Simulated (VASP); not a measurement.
# BeS (F-43m) in VASP: notebook

Aim: see how the results for BeS move with the level of theory and the settings. Levels: RPBE, PBE. Tasks: single point.

All numbers are computed with VASP 6.6.1; they aren't measurements. Logs are shortened: lines on timing, memory, paths and dates and some standing lists are left out, and cuts for length are marked.

## Step 1: The cell of the first run

It takes space group F-43m (No. 216, cubic). Conventional cell: a = 4.870 Å, b = 4.870 Å, c = 4.870 Å, α = 90.00°, β = 90.00°, γ = 90.00°. Within 2.8 Å of Be (site symmetry -43m) lie 4 S at 2.11 Å. S (site symmetry -43m) has 4 Be at 2.11 Å within 2.8 Å.

## Step 2: Single point, RPBE

File INCAR:

```
  ALGO = Normal
  EDIFF = 1E-6
  ENCUT = 600
  GGA = RP
  GGA_COMPAT = False
  ISIF = 2
  ISMEAR = -4
  LASPH = True
  LCHARG = False
  LREAL = False
  LWAVE = False
  NBANDS = 11
  NELM = 120
  PREC = Accurate
  SIGMA = 0.1
```

File KPOINTS:

```
k-points
0
Gamma
  4 4 4
```

File POSCAR:

```
BeS
1.0
    0.0000000000      2.4351516489      2.4351516489
    2.4351516489      0.0000000000      2.4351516489
    2.4351516489      2.4351516489      0.0000000000
Be S
1 1
Direct
    0.0000000000      0.0000000000      0.0000000000
    0.7500000000      0.7500000000      0.7500000000
```

Potentials or basis: VASP PAW PBE potentials, release 64 (Be, S).

Command:

```console
$ cat potpaw_PBE.64/Be/POTCAR potpaw_PBE.64/S/POTCAR > POTCAR
$ mpirun -np 1 vasp_std > vasp.out
```

OUTCAR:

```text
EDIFF = 1E-6
   ENCUT = 600
   GGA = RP
   ISIF = 2
   ISMEAR = -4
   LASPH = True
   LREAL = False
   NELM = 120
   PREC = Accurate

 ion  position               nearest neighbor table
   1  0.000  0.000  0.000-   2 2.11   2 2.11   2 2.11   2 2.11
   2  0.750  0.750  0.750-   1 2.11   1 2.11   1 2.11   1 2.11

  LATTYP: Found a face centered cubic cell.
 ALAT       =     4.8703032978

  Lattice vectors:

 A1 = (   0.0000000000,   2.4351516489,   2.4351516489)
 A2 = (   2.4351516489,   0.0000000000,   2.4351516489)
 A3 = (   2.4351516489,   2.4351516489,   0.0000000000)

Analysis of symmetry for initial positions (statically):
=====================================================================
 Subroutine PRICEL returns:
 Original cell was already a primitive cell.

 Routine SETGRP: Setting up the symmetry group for a
 face centered cubic supercell.

 Subroutine GETGRP returns: Found 24 space group operations
 (whereof 24 operations were pure point group operations)
 out of a pool of 48 trial point group operations.

The static configuration has the point symmetry T_d .

Analysis of symmetry for dynamics (positions and initial velocities):
=====================================================================
 Subroutine PRICEL returns:
 Original cell was already a primitive cell.

 Routine SETGRP: Setting up the symmetry group for a
 face centered cubic supercell.

 Subroutine GETGRP returns: Found 24 space group operations
 (whereof 24 operations were pure point group operations)
 out of a pool of 48 trial point group operations.

The dynamic configuration has the point symmetry T_d .

 Subroutine INISYM returns: Found 24 space group operations
 (whereof 24 operations are pure point group operations),
 and found     1 'primitive' translations

----------------------------------------------------------------------------------------

                                     Primitive cell

  volume of cell :      28.8807

  direct lattice vectors                    reciprocal lattice vectors
     0.000000000  2.435151649  2.435151649    -0.205326022  0.205326022  0.205326022
     2.435151649  0.000000000  2.435151649     0.205326022 -0.205326022  0.205326022
     2.435151649  2.435151649  0.000000000     0.205326022  0.205326022 -0.205326022

  length of vectors
     3.443824488  3.443824488  3.443824488     0.355635101  0.355635101  0.355635101

  position of ions in fractional coordinates (direct lattice)
     0.000000000  0.000000000  0.000000000
     0.750000000  0.750000000  0.750000000

  ion indices of the primitive-cell ions
   primitive index   ion index
                 1           1
                 2           2

----------------------------------------------------------------------------------------

 KPOINTS: k-points

Automatic generation of k-mesh.
 Grid dimensions read from file:
 generate k-points for:    4    4    4

 Generating k-lattice:

  Cartesian coordinates                     Fractional coordinates (reciprocal lattice)
    -0.051331505  0.051331505  0.051331505     0.250000000  0.000000000  0.000000000
     0.051331505 -0.051331505  0.051331505     0.000000000  0.250000000  0.000000000
     0.051331505  0.051331505 -0.051331505     0.000000000  0.000000000  0.250000000

  Length of vectors
     0.088908775  0.088908775  0.088908775

  Shift w.r.t. Gamma in fractional coordinates (k-lattice)
     0.000000000  0.000000000  0.000000000

 TETIRR: Found      9 inequivalent tetrahedra from      384

 Subroutine IBZKPT returns following result:
 ===========================================

 Found      8 irreducible k-points:

 Following reciprocal coordinates:
            Coordinates               Weight
  0.000000  0.000000  0.000000      1.000000
  0.250000  0.000000  0.000000      8.000000
  0.500000  0.000000  0.000000      4.000000
  0.250000  0.250000  0.000000      6.000000
  0.500000  0.250000  0.000000     24.000000
 -0.250000  0.250000  0.000000     12.000000
  0.500000  0.500000  0.000000      3.000000
 -0.250000  0.500000  0.250000      6.000000
   k-points           NKPTS =      8   k-points in BZ     NKDIM =      8   number of bands    NBANDS=     11
   number of dos      NEDOS =    301   number of ions     NIONS =      2
   total plane-waves  NPLWV =  21952
   dimension x,y,z NGX =    28 NGY =   28 NGZ =   28
   dimension x,y,z NGXF=    56 NGYF=   56 NGZF=   56
   ions per type =               1   1
   NGX,Y,Z   is equivalent  to a cutoff of  13.52, 13.52, 13.52 a.u.
   NGXF,Y,Z  is equivalent  to a cutoff of  27.03, 27.03, 27.03 a.u.
 SYSTEM =  unknown system
   PREC   = accura    normal or accurate (medium, high low for compatibility)
   ISTART =      0    job   : 0-new  1-cont  2-samecut
   ICHARG =      2    charge: 1-file 2-atom 10-const
   ISPIN  =      1    spin polarized calculation?
   LNONCOLLINEAR =      F non collinear calculations
   LSORBIT =      F    spin-orbit coupling
   LASPH  =      T    aspherical Exc in radial PAW
   ENCUT  =  600.0 eV  44.10 Ry    6.64 a.u.   6.88  6.88  6.88*2*pi/ulx,y,z
   NELM   =    120;   NELMIN=  2; NELMDL= -5     # of ELM steps
   EDIFF  = 0.1E-05   stopping-criterion for ELM
   LREAL  =      F    real-space projection
   EDIFFG = 0.1E-04   stopping-criterion for IOM
   NSW    =      0    number of steps for IOM
   IBRION =     -1    ionic relax: 0-MD 1-quasi-New 2-CG
   NFREE  =      0    steps in history (QN), initial steepest desc. (CG)
   ISIF   =      2    stress and relaxation
   ISYM   =      2    0-nonsym 1-usesym 2-fastsym
   POTIM  = 0.5000    time-step for ionic-motion
   TEBEG  =    0.0;   TEEND  =   0.0 temperature during run
   PSTRESS=    0.0 pullay stress
   NELECT =       8.0000    total number of electrons
   NUPDOWN=      -1.0000    fix difference up-down
   EMIN   =  10.00;   EMAX   =-10.00  energy-range for DOS
   EFERMI =   0.00;   METHOD = LEGACY
   ISMEAR =    -4;   SIGMA  =   0.10  broadening in eV -4-tet -1-fermi 0-gaus
   EFERMI_NEDOS =   21; number of points for ismear=-14 and -15
   IALGO  =     38    algorithm
   IMIX   =      4    mixing-type and parameters
     AMIX     =   0.40;   BMIX     =  1.00
     AMIX_MAG =   1.60;   BMIX_MAG =  1.00
  volume/ion in A,a.u.               =      14.44        97.45
  Fermi-wavevector in a.u.,A,eV,Ry     =   1.067175  2.016668 15.495153  1.138862
  Thomas-Fermi vector in A             =   2.202783
   LORBIT       =      0    0 simple, 1 ext, 2 COOP (PROOUT), +10 PAW based schemes
   GGA     = RP    functional components
   LHFCALC =     F    Hartree Fock is set to
   AEXX    =    0.0000 exact exchange contribution
   IVDW    =     0    specifies the selected vdW correction
   LEPSILON=     F    determine dielectric tensor
   LRPA    =     F    only Hartree local field effects (RPA)
 non-spin polarized calculation
 Fermi weights with tetrahedron method witout Bloechl corrections
  energy-cutoff  :      600.00
  volume of cell :       28.88
 maximum number of plane-waves:       982
   NGX = 13   NGY = 13   NGZ = 13

 number of electron       7.9999999 magnetization

 Free energy of the ion-electron system (eV)
  ---------------------------------------------------
  ext. energy  EPLUGINS =         0.00000000
  ---------------------------------------------------
  free energy    TOTEN  =        -9.36688086 eV

  energy without entropy =       -9.36688086  energy(sigma->0) =       -9.36688086

 E-fermi :   4.1865     XC(G=0):  -9.5389

 val. band max:        4.1442626506   @ k =   0.0000   0.0000   0.0000
 cond. band min:       7.3849227257   @ k =   0.5000   0.5000   0.0000
 fundamental gap:      3.2406600751
 Fermi energy:         4.1864961620

 k-point     1 :       0.0000    0.0000    0.0000
  band No.  band energies     occupation
      1      -9.4560      2.00000
      2       4.1443      2.00000
      3       4.1443      2.00000
      4       4.1443      2.00000
      5       9.8571      0.00000
      6       9.8571      0.00000
      7       9.8571      0.00000
      8      10.0733      0.00000
      9      16.8751      0.00000
     10      16.8751      0.00000
     11      19.1018      0.00000

 k-point     2 :       0.2500    0.0000    0.0000
  band No.  band energies     occupation
      1      -8.8031      2.00000
      2       0.9002      2.00000
      3       3.5613      2.00000
      4       3.5613      2.00000
      5       9.7402      0.00000
      6      10.7458      0.00000
      7      10.7458      0.00000
      8      13.4324      0.00000
      9      16.0051      0.00000
     10      16.0051      0.00000
     11      18.5236      0.00000

 k-point     3 :       0.5000    0.0000    0.0000
  band No.  band energies     occupation
      1      -7.8836      2.00000
      2      -1.5365      2.00000
      3       3.1314      2.00000
      4       3.1314      2.00000
      5       9.6440      0.00000
      6      10.7442      0.00000
      7      10.7442      0.00000
      8      15.4648      0.00000
      9      19.0087      0.00000
     10      19.0087      0.00000
     11      19.3993      0.00000

 k-point     4 :       0.2500    0.2500    0.0000
  band No.  band energies     occupation
      1      -8.5857      2.00000
      2       1.4443      2.00000
      3       2.5693      2.00000
      4       2.5693      2.00000
      5       8.6779      0.00000
      6      10.7990      0.00000
      7      12.8627      0.00000
      8      12.8627      0.00000
      9      15.3530      0.00000
     10      18.1627      0.00000
     11      21.1856      0.00000

 k-point     5 :       0.5000    0.2500    0.0000
  band No.  band energies     occupation
      1      -7.6514      2.00000
      2      -0.6674      2.00000
      3       1.2914      2.00000
      4       2.2242      2.00000
      5       8.9675      0.00000
      6      11.9590      0.00000
      7      13.3331      0.00000
      8      13.3668      0.00000
      9      17.9982      0.00000
     10      19.1300      0.00000
     11      20.4745      0.00000

 k-point     6 :      -0.2500    0.2500    0.0000
  band No.  band energies     occupation
      1      -7.9710      2.00000
      2      -0.1943      2.00000
      3       1.1108      2.00000
      4       3.0532      2.00000
      5      10.0684      0.00000
      6      12.0099      0.00000
      7      12.5546      0.00000
      8      13.3115      0.00000
      9      15.1591      0.00000
     10      17.8919      0.00000
     11      20.8385      0.00000

 k-point     7 :       0.5000    0.5000    0.0000
  band No.  band energies     occupation
      1      -7.3519      2.00000
      2      -0.8021      2.00000
      3       1.5579      2.00000
      4       1.5579      2.00000
      5       7.3849      0.00000
      6       9.1184      0.00000
      7      16.9006      0.00000
      8      16.9006      0.00000
      9      19.6945      0.00000
     10      20.3922      0.00000
     11      20.9800      0.00000

 k-point     8 :      -0.2500    0.5000    0.2500
  band No.  band energies     occupation
      1      -7.3003      2.00000
      2      -0.0661      2.00000
      3       0.3695      2.00000
      4       0.8855      2.00000
      5      10.6861      0.00000
      6      12.3341      0.00000
      7      12.6163      0.00000
      8      12.9389      0.00000
      9      18.4794      0.00000
     10      18.5682      0.00000
     11      21.1550      0.00000

------------------------ aborting loop because EDIFF is reached ----------------------------------------

  FORCE on cell =-STRESS in cart. coord.  units (eV):
  Direction    XX          YY          ZZ          XY          YZ          ZX
  --------------------------------------------------------------------------------------
  -------------------------------------------------------------------------------------
  Total        0.5733708      0.5733708      0.5733708     -0.0000000      0.0000000     -0.0000000
  in kB       31.8081276     31.8081276     31.8081276     -0.0000000      0.0000000     -0.0000000
  external PRESSURE =      31.8081276 kB  Pullay stress =       0.0000000 kB

 VOLUME and BASIS-vectors are now :
 -----------------------------------------------------------------------------
  energy-cutoff  :      600.00
  volume of cell :       28.88
      direct lattice vectors                 reciprocal lattice vectors
     0.000000000  2.435151649  2.435151649    -0.205326022  0.205326022  0.205326022
     2.435151649  0.000000000  2.435151649     0.205326022 -0.205326022  0.205326022
     2.435151649  2.435151649  0.000000000     0.205326022  0.205326022 -0.205326022

 POSITION                                       TOTAL-FORCE (eV/Angst)
 -----------------------------------------------------------------------------------
      0.00000      0.00000      0.00000         0.000000     -0.000000     -0.000000
      3.65273      3.65273      3.65273        -0.000000      0.000000      0.000000
 -----------------------------------------------------------------------------------
    total drift:                                0.000000      0.000000     -0.000000

  FREE ENERGIE OF THE ION-ELECTRON SYSTEM (eV)
  ---------------------------------------------------
  free  energy   TOTEN  =        -9.3668808618 eV

  energy  without entropy=       -9.3668808618  energy(sigma->0) =       -9.36688086
```

Wall time 2.3 s (1 thread of Intel Xeon 6975P-C (Granite Rapids), shared host); peak memory 0.14 GiB.

What came out:

- Free energy: -9.3669 eV
- Pressure: 3.2 GPa
- Band gap on the k mesh: 3.24 eV, indirect (least direct gap 5.71 eV)

Caveat: the k points lie up to 0.56 Å⁻¹ apart; the PAW data sets were made with another functional, which shifts forces and pressure a little.

[end of part 1 of 2]
